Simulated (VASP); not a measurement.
# TiAl2 (Cmmm) in VASP: notebook

Runs on TiAl2. Level: r2SCAN. Tasks: single point, relaxation of cell and atoms.

Everything below comes from runs of VASP 6.6.1. Logs are shortened: lines on timing, memory, paths and dates and some standing lists are left out, and cuts for length are marked.

## 1. The cell of the first run

It takes space group Cmmm (No. 65, orthorhombic). Conventional cell: a = 3.923 Å, b = 12.048 Å, c = 3.989 Å, α = 90.00°, β = 90.00°, γ = 90.00°. Ti (site symmetry m2m) has 10 Al at 2.72 to 2.86 Å and 2 Ti at 3.00 Å within 3.6 Å. Al (site symmetry mmm) has 4 Ti at 2.72 Å and 8 Al at 2.80 to 2.89 Å within 3.6 Å. Within 3.6 Å of Al (site symmetry m2m) lie 6 Al at 2.70 to 2.89 Å and 6 Ti at 2.81 to 2.86 Å. Within 3.6 Å of Al (site symmetry mmm) lie 4 Ti at 2.74 Å and 8 Al at 2.80 to 2.86 Å.

## 2. Single point, r2SCAN

The input, POSCAR:

```
TiAl2
1.0
    1.9616879852     -6.0238295749      0.0000000000
    1.9616879852      6.0238295749      0.0000000000
    0.0000000000      0.0000000000      3.9887506513
Ti Al
2 4
Direct
    0.6560065877      0.3439934123      0.0000000000
    0.3439934123      0.6560065877      0.0000000000
    0.0000000000      0.0000000000      0.0000000000
    0.8266987087      0.1733012913      0.5000000000
    0.1733012913      0.8266987087      0.5000000000
    0.5000000000      0.5000000000      0.5000000000
```

The input, INCAR.step1:

```
SYSTEM = TiAl2
PREC = Accurate
ENCUT = 520
ISMEAR = 0
SIGMA = 0.1
LREAL = .FALSE.
LASPH = .TRUE.
NELM = 60
NBANDS = 27
GGA = PE
ALGO = Normal
EDIFF = 1E-4
LWAVE = .TRUE.
LCHARG = .FALSE.
```

The input, INCAR.step2:

```
SYSTEM = TiAl2
PREC = Accurate
ENCUT = 520
EDIFF = 1E-6
ISMEAR = 0
SIGMA = 0.1
LREAL = .FALSE.
LASPH = .TRUE.
NELM = 60
ALGO = Normal
ISIF = 2
LWAVE = .FALSE.
LCHARG = .FALSE.
METAGGA = R2SCAN
LMIXTAU = .TRUE.
NBANDS = 27
ISTART = 1
```

The input, KPOINTS:

```
Automatic mesh
0
G
  4 4 4
  0 0 0
```

Potentials or basis: VASP PAW PBE potentials, release 64 (Ti_sv, Al).

Run with:

```console
cat potpaw_PBE.64/Ti_sv/POTCAR potpaw_PBE.64/Al/POTCAR > POTCAR
cp INCAR.step1 INCAR
mpirun -np 1 vasp_std > vasp.out
cp INCAR.step2 INCAR
mpirun -np 1 vasp_std > vasp.out
```

OUTCAR:

```text
SYSTEM = TiAl2
   PREC = Accurate
   ENCUT = 520
   EDIFF = 1E-6
   ISMEAR = 0
   LREAL = .FALSE.
   LASPH = .TRUE.
   NELM = 60
   ISIF = 2
   METAGGA = R2SCAN
   ISTART = 1

 ion  position               nearest neighbor table
   1  0.656  0.344  0.000-   3 2.72   3 2.72   6 2.74   6 2.74   5 2.81   5 2.81   5 2.81   5 2.81
                             4 2.86   4 2.86
   2  0.344  0.656  0.000-   3 2.72   3 2.72   6 2.74   6 2.74   4 2.81   4 2.81   4 2.81   4 2.81
                             5 2.86   5 2.86
   3  0.000  0.000  0.000-   1 2.72   2 2.72   1 2.72   2 2.72   6 2.80   6 2.80   6 2.80   6 2.80
                             4 2.89   4 2.89   5 2.89   5 2.89
   4  0.827  0.173  0.500-   5 2.70   5 2.70   2 2.81   2 2.81   2 2.81   2 2.81   1 2.86   1 2.86
                             6 2.86   6 2.86   3 2.89   3 2.89
   5  0.173  0.827  0.500-   4 2.70   4 2.70   1 2.81   1 2.81   1 2.81   1 2.81   2 2.86   2 2.86
                             6 2.86   6 2.86   3 2.89   3 2.89
   6  0.500  0.500  0.500-   1 2.74   2 2.74   1 2.74   2 2.74   3 2.80   3 2.80   3 2.80   3 2.80
                             5 2.86   4 2.86   5 2.86   4 2.86

  LATTYP: Found a base centered orthorhombic cell.
 ALAT       =     3.9233759704
 B/A-ratio  =     3.0707378647
 C/A-ratio  =     1.0166628642

  Lattice vectors:

 A1 = (   1.9616879852,  -6.0238295749,   0.0000000000)
 A2 = (   1.9616879852,   6.0238295749,   0.0000000000)
 A3 = (   0.0000000000,   0.0000000000,   3.9887506513)

Analysis of symmetry for initial positions (statically):
=====================================================================
 Subroutine PRICEL returns:
 Original cell was already a primitive cell.

 Routine SETGRP: Setting up the symmetry group for a
 base centered orthorhombic supercell.

 Subroutine GETGRP returns: Found  8 space group operations
 (whereof  8 operations were pure point group operations)
 out of a pool of  8 trial point group operations.

The static configuration has the point symmetry D_2h.

Analysis of symmetry for dynamics (positions and initial velocities):
=====================================================================
 Subroutine PRICEL returns:
 Original cell was already a primitive cell.

 Routine SETGRP: Setting up the symmetry group for a
 base centered orthorhombic supercell.

 Subroutine GETGRP returns: Found  8 space group operations
 (whereof  8 operations were pure point group operations)
 out of a pool of  8 trial point group operations.

The dynamic configuration has the point symmetry D_2h.

[... 104 lines left out ...]
   EDIFFG = 0.1E-04   stopping-criterion for IOM
   NSW    =      0    number of steps for IOM
   IBRION =     -1    ionic relax: 0-MD 1-quasi-New 2-CG
   NFREE  =      0    steps in history (QN), initial steepest desc. (CG)
   ISIF   =      2    stress and relaxation
   ISYM   =      2    0-nonsym 1-usesym 2-fastsym
   POTIM  = 0.5000    time-step for ionic-motion
   TEBEG  =    0.0;   TEEND  =   0.0 temperature during run
   PSTRESS=    0.0 pullay stress
   NELECT =      36.0000    total number of electrons
   NUPDOWN=      -1.0000    fix difference up-down
   EMIN   =  10.00;   EMAX   =-10.00  energy-range for DOS
   EFERMI =   0.00;   METHOD = LEGACY
   ISMEAR =     0;   SIGMA  =   0.10  broadening in eV -4-tet -1-fermi 0-gaus
   EFERMI_NEDOS =   21; number of points for ismear=-14 and -15
   IALGO  =     38    algorithm
   IMIX   =      4    mixing-type and parameters
     AMIX     =   0.40;   BMIX     =  1.00
     AMIX_MAG =   1.60;   BMIX_MAG =  1.00
  volume/ion in A,a.u.               =      15.71       106.03
  Fermi-wavevector in a.u.,A,eV,Ry     =   1.187734  2.244492 19.193901  1.410712
  Thomas-Fermi vector in A             =   2.323879
   LORBIT       =      0    0 simple, 1 ext, 2 COOP (PROOUT), +10 PAW based schemes
   METAGGA = R2SCAN    functional components
   LHFCALC =     F    Hartree Fock is set to
   AEXX    =    0.0000 exact exchange contribution
   IVDW    =     0    specifies the selected vdW correction
   LEPSILON=     F    determine dielectric tensor
   LRPA    =     F    only Hartree local field effects (RPA)
 non-spin polarized calculation
 Gauss-broadening in eV      SIGMA  =   0.10
  energy-cutoff  :      520.00
  volume of cell :       94.27
 maximum number of plane-waves:      2566
   NGX = 23   NGY = 23   NGZ = 15

 number of electron      35.9999992 magnetization

 Free energy of the ion-electron system (eV)
  ---------------------------------------------------
  ext. energy  EPLUGINS =         0.00000000
  ---------------------------------------------------
  free energy    TOTEN  =       -55.66665951 eV

  energy without entropy =      -55.65085956  energy(sigma->0) =      -55.65875954

 E-fermi :   8.6406     XC(G=0): -11.6801

 val. band max:        8.6048639525   @ k =   0.5000   0.2500   0.0000
 cond. band min:       8.6428022215   @ k =   0.5000   0.2500   0.0000
 fundamental gap:      0.0379382690
 Fermi energy:         8.6405631661

 k-point     1 :       0.0000    0.0000    0.0000
  band No.  band energies     occupation
      1     -50.4121      2.00000
      2     -50.3809      2.00000
      3     -25.7390      2.00000
      4     -25.7039      2.00000
      5     -25.6765      2.00000
      6     -25.6719      2.00000
[... 619 lines left out ...]
     26      11.4695      0.00000
     27      11.4929      0.00000

------------------------ aborting loop because EDIFF is reached ----------------------------------------

  FORCE on cell =-STRESS in cart. coord.  units (eV):
  Direction    XX          YY          ZZ          XY          YZ          ZX
  --------------------------------------------------------------------------------------
  -------------------------------------------------------------------------------------
  Total        0.0612673      0.0898375      0.0520696     -0.0000000      0.0000000      0.0000000
  in kB        1.0412861      1.5268583      0.8849627     -0.0000000      0.0000000      0.0000000
  external PRESSURE =       1.1510357 kB  Pullay stress =       0.0000000 kB

 VOLUME and BASIS-vectors are now :
 -----------------------------------------------------------------------------
  energy-cutoff  :      520.00
  volume of cell :       94.27
      direct lattice vectors                 reciprocal lattice vectors
     1.961687985 -6.023829575  0.000000000     0.254882532 -0.083003676  0.000000000
     1.961687985  6.023829575  0.000000000     0.254882532  0.083003676  0.000000000
     0.000000000  0.000000000  3.988750651     0.000000000  0.000000000  0.250705067

 POSITION                                       TOTAL-FORCE (eV/Angst)
 -----------------------------------------------------------------------------------
      1.96169     -1.87951      0.00000         0.000000     -0.001246      0.000000
      1.96169      1.87951      0.00000         0.000000      0.001246      0.000000
      0.00000      0.00000      0.00000         0.000000      0.000000      0.000000
      1.96169     -3.93595      1.99438         0.000000     -0.036427     -0.000000
      1.96169      3.93595      1.99438         0.000000      0.036427      0.000000
      1.96169      0.00000      1.99438        -0.000000      0.000000      0.000000
 -----------------------------------------------------------------------------------
    total drift:                               -0.000000     -0.000000      0.000000

  FREE ENERGIE OF THE ION-ELECTRON SYSTEM (eV)
  ---------------------------------------------------
  free  energy   TOTEN  =       -55.6666595121 eV

  energy  without entropy=      -55.6508595650  energy(sigma->0) =      -55.65875954
```

OUTCAR.step1:

```text
SYSTEM = TiAl2
   PREC = Accurate
   ENCUT = 520
   ISMEAR = 0
   LREAL = .FALSE.
   LASPH = .TRUE.
[... 868 lines left out ...]
      1.96169     -3.93595      1.99438         0.000000     -0.027438      0.000000
      1.96169      3.93595      1.99438         0.000000      0.027438      0.000000
      1.96169      0.00000      1.99438        -0.000000      0.000000      0.000000
 -----------------------------------------------------------------------------------
    total drift:                               -0.000000     -0.000000      0.000000

  FREE ENERGIE OF THE ION-ELECTRON SYSTEM (eV)
  ---------------------------------------------------
  free  energy   TOTEN  =       -33.1899937546 eV

  energy  without entropy=      -33.1735837451  energy(sigma->0) =      -33.18178875
```

It took 3.5 min on 1 thread of Intel Xeon Platinum 8259CL at 2.50GHz (Skylake/Cascade Lake), shared host; peak memory 0.29 GiB.

What came out:

```
Free energy            : -55.6667 eV
Pressure               : 0.1 GPa
Largest force          : 0.036 eV/Å
Band gap on the k mesh : zero (bands 18 and 19 overlap by 1.56 eV)
```

Forces in eV/Å, atoms in the order of the input:
```
Ti   0.000 -0.001  0.000
Ti   0.000  0.001  0.000
Al   0.000  0.000  0.000
Al   0.000 -0.036  0.000
Al   0.000  0.036  0.000
Al   0.000  0.000  0.000
```

Levels at points of the mesh, in eV from the Fermi level:
| k point | band 16 | band 17 | band 18 | band 19 | band 20 | band 21 |
| --- | --- | --- | --- | --- | --- | --- |
| (0.00, 0.00, 0.00) | -0.82 | -0.67 | -0.46 | 0.42 | 0.61 | 0.82 |
| (0.50, 0.00, 0.00) | -1.35 | -1.01 | -0.31 | 0.90 | 1.26 | 1.48 |
| (0.50, 0.50, 0.00) | -1.35 | -0.79 | -0.69 | 0.26 | 1.23 | 1.27 |
| (0.00, 0.00, 0.50) | -0.90 | -0.30 | 0.03 | 0.71 | 1.22 | 1.33 |
| (0.50, 0.00, 0.50) | -1.93 | -1.58 | -1.22 | -0.64 | 1.46 | 1.47 |
| (0.50, 0.50, 0.50) | -0.95 | 0.10 | 0.92 | 1.09 | 1.50 | 1.69 |

Caveat: the k points lie up to 0.42 Å⁻¹ apart, too coarse for converged energies and pressures of a metal; the PAW data sets were made with another functional, which shifts forces and pressure a little.

[end of part 1 of 2]
